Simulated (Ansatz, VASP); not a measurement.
## One calculation of H, two programs

```
CELL_PARAMETERS angstrom
3.84013 0.00000 0.00000
-1.92007 3.32565 0.00000
0.00000 0.00000 5.29899
ATOMIC_POSITIONS crystal
H 0.33333 0.66667 0.17650
H 0.66667 0.33333 0.67650
H 0.66667 0.33333 0.82350
H 0.33333 0.66667 0.32350
```

Change from the starting cell: strain +0.000 along x and y, +0.050 along z, atoms carried along.

Alike in both runs: task single point; functional PBE; k mesh 9 × 9 × 6; occupations gaussian, width 0.05 eV; no spin polarisation.

|  | VASP | Ansatz |
| --- | --- | --- |
| version | VASP 6.6.1 | Ansatz 0.2.0 |
| potentials or method | VASP PAW PBE potentials, release 64 (H), cutoff 520 eV | scalar-relativistic, plane waves, PAW |
| valence electrons in the cell | 4 | 4 |

```csv
,VASP,Ansatz,Ansatz less VASP
gap on the k mesh at the Fermi level (eV),8.87,8.87,-0.001
least direct gap on the mesh (eV),8.87,8.87,-0.002
pressure (GPa),-1.2,-1.1,+0.14
"traceless stress, the component that is largest in VASP (GPa)",-2.24,-2.21,+0.032
rms of the force components (eV/Å),0.517,0.513,-0.0035
```

Atom by atom the forces differ by 0.003 eV/Å (rms over components).
